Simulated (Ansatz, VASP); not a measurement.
**Ni: VASP beside Ansatz**

File INCAR:

```
PREC     = Accurate       # precision mode
ENCUT    = 600            # plane-wave cutoff, eV
EDIFF    = 1E-6           # SCF threshold, eV
ISMEAR   = 0              # smearing method
SIGMA    = 0.1            # smearing width, eV
LREAL    = False          # projectors in reciprocal space
LASPH    = True           # aspherical terms in the spheres
NELM     = 80             # most SCF steps
ALGO     = Normal         # electronic algorithm
ISIF     = 3              # what is computed and relaxed
LWAVE    = False          # write WAVECAR
LCHARG   = False          # write CHGCAR
GGA      = PE             # functional
IBRION   = 2              # ionic algorithm
NSW      = 100            # ionic steps
EDIFFG   = -0.01          # ionic threshold
```

KPOINTS

```
Automatic mesh
0
Gamma
  28 28 28
```

File POSCAR:

```
Ni
1.0
   -1.3966397294      1.3966397294      1.3966397294
    1.3966397294     -1.3966397294      1.3966397294
    1.3966397294      1.3966397294     -1.3966397294
Ni
1
Direct
    0.0000000000      0.0000000000      0.0000000000
```

Input for Ansatz:

```yaml
crystal:
  lattice:
    - [-1.3966397294, 1.3966397294, 1.3966397294]
    - [1.3966397294, -1.3966397294, 1.3966397294]
    - [1.3966397294, 1.3966397294, -1.3966397294]
  atoms:
    - { symbol: Ni, position: [0.0, 0.0, 0.0] }
basis:
  ecutwfc: 420
kpoints:
  mp_grid: { grid: [28, 28, 28] }
hamiltonian:
  xc: pbe
scf:
  occupations: { method: gaussian, width: 0.1 }
output:
  forces: true
  stress: true
  eigenvalues: true
relax:
  adjacent_minimum: "off"
  f_tol: 0.01
  max_steps: 80
  cell: { stress_tol: 0.05 }
```

Alike in both runs: task relaxation of cell and atoms; functional PBE; k mesh 28 × 28 × 28; occupations gaussian, width 0.1 eV; no spin polarisation.

|  | VASP | Ansatz |
| --- | --- | --- |
| version | VASP 6.6.1 | Ansatz 0.2.0 |
| potentials or method | VASP PAW PBE potentials, release 64 (Ni), cutoff 600 eV | scalar-relativistic, plane waves, PAW |
| valence electrons in the cell | 10 | 18 |

```csv
,VASP,Ansatz,Ansatz less VASP
"gap on the k mesh at the Fermi level, each at its own relaxed structure (eV)",none,none,-
relaxed volume (Å³/atom),10.88,10.89,+0.009
relaxed cell length with the largest relative difference (Å),2.418,2.418,+0.0007
```

A gap of «none» marks a metal or a gap that the smearing closes. VASP's potentials hold 10 valence electrons a cell and Ansatz's 18, so a difference there can come from the potentials and not from the codes.
